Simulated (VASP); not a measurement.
# SiC (P6_3mc) in VASP: settings compared, part 2 of 3

VASP 6.6.1. Earlier steps stand in the parts before.

### 3 Relaxation of cell and atoms, PBE

The input, INCAR:

```
SYSTEM = SiC
  ALGO = Normal
  EDIFF = 1E-6
  EDIFFG = -0.005
  ENCUT = 600
  GGA = PE
  IBRION = 2
  ISIF = 3
  ISMEAR = -1
  LASPH = .TRUE.
  LCHARG = .FALSE.
  LREAL = .FALSE.
  LWAVE = .FALSE.
  NELM = 60
  NSW = 80
  PREC = Accurate
  SIGMA = 0.02
```

The input, KPOINTS:

```
k-points
0
G
  12 12 2
  0 0 0
```

The input, POSCAR:

```
SiC
1.0
    3.0950000000      0.0000000000      0.0000000000
   -1.5475000000      2.6803486247      0.0000000000
    0.0000000000      0.0000000000     15.1700000000
Si C
6 6
Direct
    0.0000000000      0.0000000000      0.1250000000
    0.0000000000      0.0000000000      0.6250000000
    0.3333333333      0.6666666667      0.2917000000
    0.6666666667      0.3333333333      0.7917000000
    0.3333333333      0.6666666667      0.9583000000
    0.6666666667      0.3333333333      0.4583000000
    0.0000000000      0.0000000000      0.0000000000
    0.0000000000      0.0000000000      0.5000000000
    0.3333333333      0.6666666667      0.1667000000
    0.6666666667      0.3333333333      0.6667000000
    0.3333333333      0.6666666667      0.8333000000
    0.6666666667      0.3333333333      0.3333000000
```

Potentials or basis: VASP PAW PBE potentials, release 64 (Si, C).

Started as:

```
> cat potpaw_PBE.64/Si/POTCAR potpaw_PBE.64/C/POTCAR > POTCAR
> mpirun -np 1 vasp_std > vasp.out
```

OUTCAR:

```text
SYSTEM = SiC
   EDIFF = 1E-6
   EDIFFG = -0.005
   ENCUT = 600
   GGA = PE
   IBRION = 2
   ISIF = 3
   ISMEAR = -1
   LASPH = .TRUE.
   LREAL = .FALSE.
   NELM = 60
   NSW = 80
   PREC = Accurate

 ion  position               nearest neighbor table
   1  0.000  0.000  0.125-   9 1.90   9 1.90   9 1.90   7 1.90   5 3.10   3 3.10   3 3.10   5 3.10
                             5 3.10   3 3.10
   2  0.000  0.000  0.625-  10 1.90  10 1.90  10 1.90   8 1.90   6 3.10   4 3.10   6 3.10   4 3.10
                             4 3.10   6 3.10
   3  0.333  0.667  0.292-  12 1.90  12 1.90  12 1.90   9 1.90   6 3.10   6 3.10   6 3.10   1 3.10
                             1 3.10   1 3.10
   4  0.667  0.333  0.792-  11 1.90  11 1.90  11 1.90  10 1.90   5 3.10   5 3.10   5 3.10   2 3.10
                             2 3.10   2 3.10
   5  0.333  0.667  0.958-   7 1.90   7 1.90   7 1.90  11 1.90   4 3.10   4 3.10   4 3.10   1 3.10
                             1 3.10   1 3.10
   6  0.667  0.333  0.458-   8 1.90   8 1.90   8 1.90  12 1.90   3 3.10   3 3.10   3 3.10   2 3.10
                             2 3.10   2 3.10
   7  0.000  0.000  0.000-   5 1.90   5 1.90   5 1.90   1 1.90
   8  0.000  0.000  0.500-   6 1.90   6 1.90   6 1.90   2 1.90
   9  0.333  0.667  0.167-   1 1.90   1 1.90   1 1.90   3 1.90
  10  0.667  0.333  0.667-   2 1.90   2 1.90   2 1.90   4 1.90
  11  0.333  0.667  0.833-   4 1.90   4 1.90   4 1.90   5 1.90
  12  0.667  0.333  0.333-   3 1.90   3 1.90   3 1.90   6 1.90

  LATTYP: Found a hexagonal cell.
 ALAT       =     3.0950000000
 C/A-ratio  =     4.9014539580

  Lattice vectors:

 A1 = (   3.0950000000,   0.0000000000,   0.0000000000)
 A2 = (  -1.5475000000,   2.6803486247,   0.0000000000)
 A3 = (   0.0000000000,   0.0000000000,  15.1700000000)

Analysis of symmetry for initial positions (statically):
=====================================================================
 Subroutine PRICEL returns:
 Original cell was already a primitive cell.

 Routine SETGRP: Setting up the symmetry group for a
 hexagonal supercell.

 Subroutine GETGRP returns: Found 12 space group operations
 (whereof  6 operations were pure point group operations)
 out of a pool of 24 trial point group operations.

The static configuration has the point symmetry C_3v.
 The point group associated with its full space group is C_6v.

Analysis of symmetry for dynamics (positions and initial velocities):
=====================================================================
 Subroutine PRICEL returns:
 Original cell was already a primitive cell.

 Routine SETGRP: Setting up the symmetry group for a
 hexagonal supercell.

 Subroutine GETGRP returns: Found 12 space group operations
 (whereof  6 operations were pure point group operations)
 out of a pool of 24 trial point group operations.

The dynamic configuration has the point symmetry C_3v.
 The point group associated with its full space group is C_6v.

 Subroutine INISYM returns: Found 12 space group operations
 (whereof  6 operations are pure point group operations),
 and found     1 'primitive' translations

----------------------------------------------------------------------------------------

                                     Primitive cell

  volume of cell :     125.8455

  direct lattice vectors                    reciprocal lattice vectors
[... 66 lines left out ...]
  0.166667  0.000000  0.000000      6.000000
  0.250000  0.000000  0.000000      6.000000
  0.333333  0.000000  0.000000      6.000000
  0.416667 -0.000000  0.000000      6.000000
[... 16 lines left out ...]
  0.250000  0.000000  0.500000      6.000000
  0.333333  0.000000  0.500000      6.000000
 [... further k-points ...]
   k-points           NKPTS =     38   k-points in BZ     NKDIM =     38   number of bands    NBANDS=     31
   number of dos      NEDOS =    301   number of ions     NIONS =     12
   total plane-waves  NPLWV =  98784
   dimension x,y,z NGX =    28 NGY =   28 NGZ =  126
   dimension x,y,z NGXF=    56 NGYF=   56 NGZF=  252
   ions per type =               6   6
   NGX,Y,Z   is equivalent  to a cutoff of  15.04, 15.04, 13.81 a.u.
   NGXF,Y,Z  is equivalent  to a cutoff of  30.08, 30.08, 27.62 a.u.
 SYSTEM =  SiC
   PREC   = accura    normal or accurate (medium, high low for compatibility)
   ISTART =      0    job   : 0-new  1-cont  2-samecut
   ICHARG =      2    charge: 1-file 2-atom 10-const
   ISPIN  =      1    spin polarized calculation?
   LNONCOLLINEAR =      F non collinear calculations
   LSORBIT =      F    spin-orbit coupling
   LASPH  =      T    aspherical Exc in radial PAW
   ENCUT  =  600.0 eV  44.10 Ry    6.64 a.u.   6.18  6.18 30.30*2*pi/ulx,y,z
   NELM   =     60;   NELMIN=  2; NELMDL= -5     # of ELM steps
   EDIFF  = 0.1E-05   stopping-criterion for ELM
   LREAL  =      F    real-space projection
   EDIFFG = -.5E-02   stopping-criterion for IOM
   NSW    =     80    number of steps for IOM
   IBRION =      2    ionic relax: 0-MD 1-quasi-New 2-CG
   NFREE  =      1    steps in history (QN), initial steepest desc. (CG)
   ISIF   =      3    stress and relaxation
   ISYM   =      2    0-nonsym 1-usesym 2-fastsym
   POTIM  = 0.5000    time-step for ionic-motion
   TEBEG  =    0.0;   TEEND  =   0.0 temperature during run
   PSTRESS=    0.0 pullay stress
   NELECT =      48.0000    total number of electrons
   NUPDOWN=      -1.0000    fix difference up-down
   EMIN   =  10.00;   EMAX   =-10.00  energy-range for DOS
   EFERMI =   0.00;   METHOD = LEGACY
   ISMEAR =    -1;   SIGMA  =   0.02  broadening in eV -4-tet -1-fermi 0-gaus
   EFERMI_NEDOS =   21; number of points for ismear=-14 and -15
   IALGO  =     38    algorithm
   IMIX   =      4    mixing-type and parameters
     AMIX     =   0.40;   BMIX     =  1.00
     AMIX_MAG =   1.60;   BMIX_MAG =  1.00
  volume/ion in A,a.u.               =      10.49        70.77
  Fermi-wavevector in a.u.,A,eV,Ry     =   1.187252  2.243580 19.178312  1.409566
  Thomas-Fermi vector in A             =   2.323407
   LORBIT       =      0    0 simple, 1 ext, 2 COOP (PROOUT), +10 PAW based schemes
   GGA     = PE    functional components
   LHFCALC =     F    Hartree Fock is set to
   AEXX    =    0.0000 exact exchange contribution
   IVDW    =     0    specifies the selected vdW correction
   LEPSILON=     F    determine dielectric tensor
   LRPA    =     F    only Hartree local field effects (RPA)
 conjugate gradient relaxation of ions
 non-spin polarized calculation
  energy-cutoff  :      600.00
  volume of cell :      125.85
 maximum number of plane-waves:      4225
 NGX is ok and might be reduce to    28
   NGX = 13   NGY = 13   NGZ = 61

--------------------------------------- Ionic step        1  -------------------------------------------

 number of electron      47.9999999 magnetization

 Free energy of the ion-electron system (eV)
  ---------------------------------------------------
  ext. energy  EPLUGINS =         0.00000000
  ---------------------------------------------------
  free energy    TOTEN  =       -90.38084879 eV

  energy without entropy =      -90.38084879  energy(sigma->0) =      -90.38084879

------------------------ aborting loop because EDIFF is reached ----------------------------------------

  FORCE on cell =-STRESS in cart. coord.  units (eV):
  Direction    XX          YY          ZZ          XY          YZ          ZX
  --------------------------------------------------------------------------------------
  -------------------------------------------------------------------------------------
  Total       -0.1664909     -0.1664909      0.4409651      0.0000000      0.0000000      0.0000000
  in kB       -2.1196470     -2.1196470      5.6140633      0.0000000      0.0000000      0.0000000
  external PRESSURE =       0.4582564 kB  Pullay stress =       0.0000000 kB
[... 125 lines left out ...]
--------------------------------------- Ionic step        4  -------------------------------------------

 number of electron      47.9999999 magnetization

 Free energy of the ion-electron system (eV)
  ---------------------------------------------------
  ext. energy  EPLUGINS =         0.00000000
  ---------------------------------------------------
  free energy    TOTEN  =       -90.38188218 eV

  energy without entropy =      -90.38188218  energy(sigma->0) =      -90.38188218

 E-fermi :   8.4586     XC(G=0): -11.2942

 val. band max:        7.9975332071   @ k =   0.0000   0.0000   0.0000
 cond. band min:      10.0271038937   @ k =   0.5000   0.0000   0.0000
 fundamental gap:      2.0295706866
 Fermi energy:         8.4585620225

 k-point     1 :       0.0000    0.0000    0.0000
  band No.  band energies     occupation
      1      -7.3501      2.00000
      2      -6.8350      2.00000
      3      -6.7984      2.00000
      4      -5.3231      2.00000
      5      -5.2948      2.00000
      6      -3.8352      2.00000
[... 805 lines left out ...]
     30      13.2547      0.00000
     31      13.9987      0.00000

 [... further k-points ...]
[... 5 lines left out ...]
  --------------------------------------------------------------------------------------
  -------------------------------------------------------------------------------------
  Total       -0.0031444     -0.0031444     -0.0060513      0.0000000     -0.0000000     -0.0000000
  in kB       -0.0400226     -0.0400226     -0.0770221      0.0000000     -0.0000000     -0.0000000
  external PRESSURE =      -0.0523558 kB  Pullay stress =       0.0000000 kB
[... 27 lines left out ...]
  FREE ENERGIE OF THE ION-ELECTRON SYSTEM (eV)
  ---------------------------------------------------
  free  energy   TOTEN  =       -90.3818821801 eV

  energy  without entropy=      -90.3818821801  energy(sigma->0) =      -90.38188218

 reached required accuracy - stopping structural energy minimisation
```

It took 6.9 min on 1 thread of Intel Xeon Platinum 8375C at 2.90GHz (Ice Lake), shared host; peak memory 0.38 GiB.

Results:

| Item | Value |
| --- | --- |
| Free energy | -90.3819 eV |
| Relaxed volume | 10.49 Å³/atom |
| Relaxed cell | a = 3.094 Å, b = 3.094 Å, c = 15.182 Å, α = 90.00°, β = 90.00°, γ = 120.00° |
| Space group after relaxing (to 0.1 Å) | P6_3mc (No. 186) |
| Energy gained by relaxing | 0.1 meV/atom |
| Ionic steps | 4 |
| Pressure after relaxing | 0.0 GPa |
| Largest force after relaxing | 0.004 eV/Å |
| Band gap on the k mesh | 2.03 eV (least direct gap 3.13 eV) |

Forces on the atoms (eV/Å):
```
Si   0.000  0.000 -0.001
Si   0.000  0.000 -0.001
Si   0.000  0.000  0.004
Si   0.000  0.000  0.004
Si   0.000  0.000 -0.003
Si   0.000  0.000 -0.003
C    0.000  0.000  0.001
C    0.000  0.000  0.001
C    0.000  0.000 -0.001
C    0.000  0.000 -0.001
C    0.000  0.000 -0.001
C    0.000  0.000 -0.001
```

Step by step:
| step | energy change (eV) | largest force (eV/Å) | pressure (GPa) | volume (Å³) |
| --- | --- | --- | --- | --- |
| 1 | 0.0000 | 0.1415 | 0.05 | 125.85 |
| 2 | -0.0001 | 0.1101 | -0.04 | 125.90 |
| 3 | -0.0009 | 0.0299 | 0.00 | 125.87 |
| 4 | -0.0010 | 0.0045 | -0.01 | 125.88 |

Final structure:
```cif
data_structure
_symmetry_space_group_name_H-M 'P 1'
_symmetry_Int_Tables_number 1
_cell_length_a 3.0941
_cell_length_b 3.0941
_cell_length_c 15.1824
_cell_angle_alpha 90.000
_cell_angle_beta 90.000
_cell_angle_gamma 120.000
_cell_volume 125.88
loop_
_atom_site_label
_atom_site_type_symbol
_atom_site_fract_x
_atom_site_fract_y
_atom_site_fract_z
_atom_site_occupancy
Si1 Si 0.00000 0.00000 0.12504 1
Si2 Si 0.00000 0.00000 0.62504 1
Si3 Si 0.33333 0.66667 0.29181 1
Si4 Si 0.66667 0.33333 0.79181 1
Si5 Si 0.33333 0.66667 0.95831 1
Si6 Si 0.66667 0.33333 0.45831 1
C1 C 0.00000 0.00000 0.99969 1
C2 C 0.00000 0.00000 0.49969 1
C3 C 0.33333 0.66667 0.16683 1
C4 C 0.66667 0.33333 0.66683 1
C5 C 0.33333 0.66667 0.83331 1
C6 C 0.66667 0.33333 0.33331 1
```

Levels at points of the mesh, in eV from the valence-band top:
```
           k point  band 22  band 23  band 24  band 25  band 26  band 27
(0.00, 0.00, 0.00)    -0.04     0.00     0.00     5.06     5.23     5.64
(0.50, 0.00, 0.00)    -1.77    -1.65    -1.10     2.03     2.21     3.19
(0.00, 0.00, 0.50)    -0.10    -0.10    -0.10     5.13     5.13     5.87
(0.50, 0.00, 0.50)    -1.70    -1.30    -1.30     2.07     2.07     3.41
```

A k mesh can miss the band edges.

(Continued in part 3 of 3.)
